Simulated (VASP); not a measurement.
## Ru: relaxation of cell and atoms with PBE

The system is Ru.

```
Ru
1.0
     0.00000    2.72687    2.72687
     2.72687    0.00000    2.72687
     2.72687    2.72687    0.00000
Ru
2
Direct
  0.00000 0.00000 0.00000
  0.25000 0.25000 0.25000
```

This isn't the form of Ru at room conditions, which is hcp.

* Program: VASP 6.6.1
* Task: relaxation of cell and atoms
* Functional: PBE
* Potentials or basis: VASP PAW PBE potentials, release 64 (Ru_pv)
* Cutoff: 600 eV
* k mesh: 14 × 14 × 14
* Occupations: gaussian, width 0.1 eV
* Spin: no spin polarisation
* Dipole correction: no
* Further INCAR settings: ALGO = Normal; EDIFF = 1e-06; IBRION = 2; EDIFFG = -0.01; NSW = 100; ISIF = 3

```yaml
Relaxed_volume: 20.31 Å³/atom
Relaxed_cell: a = 3.858 Å, b = 3.858 Å, c = 3.858 Å, α = 60.00°, β = 60.00°, γ = 60.00°
Space_group_after_relaxing_to_0.1_Å: Fd-3m (No. 227)
Energy_gained_by_relaxing: 0.0 meV/atom
Ionic_steps: 3
Pressure_after_relaxing: 0.0 GPa
Band_gap_on_the_k_mesh: zero (bands 14 and 15 overlap by 0.92 eV)
```

Final structure:
```cif
data_structure
_symmetry_space_group_name_H-M 'P 1'
_symmetry_Int_Tables_number 1
_cell_length_a 3.8585
_cell_length_b 3.8585
_cell_length_c 3.8585
_cell_angle_alpha 60.000
_cell_angle_beta 60.000
_cell_angle_gamma 60.000
_cell_volume 40.62
loop_
_atom_site_label
_atom_site_type_symbol
_atom_site_fract_x
_atom_site_fract_y
_atom_site_fract_z
_atom_site_occupancy
Ru1 Ru 0.00000 0.00000 0.00000 1
Ru2 Ru 0.25000 0.25000 0.25000 1
```

Levels at points of the mesh, in eV from the Fermi level:
```csv
k point,band 11,band 12,band 13,band 14,band 15,band 16,band 17,band 18
"(0.00, 0.00, 0.00)",-3.17,-3.17,-0.45,-0.45,-0.45,1.85,1.85,10.93
"(0.50, 0.00, 0.00)",-3.41,-3.17,-0.35,0.23,0.23,1.41,1.41,3.06
"(0.50, 0.50, 0.00)",-1.37,-1.37,-1.24,-1.24,1.69,1.69,3.37,3.37
```

Run time: 3.3 min on 1 thread of Intel Xeon 8259CL, on a shared host, peak memory 0.23 GiB.
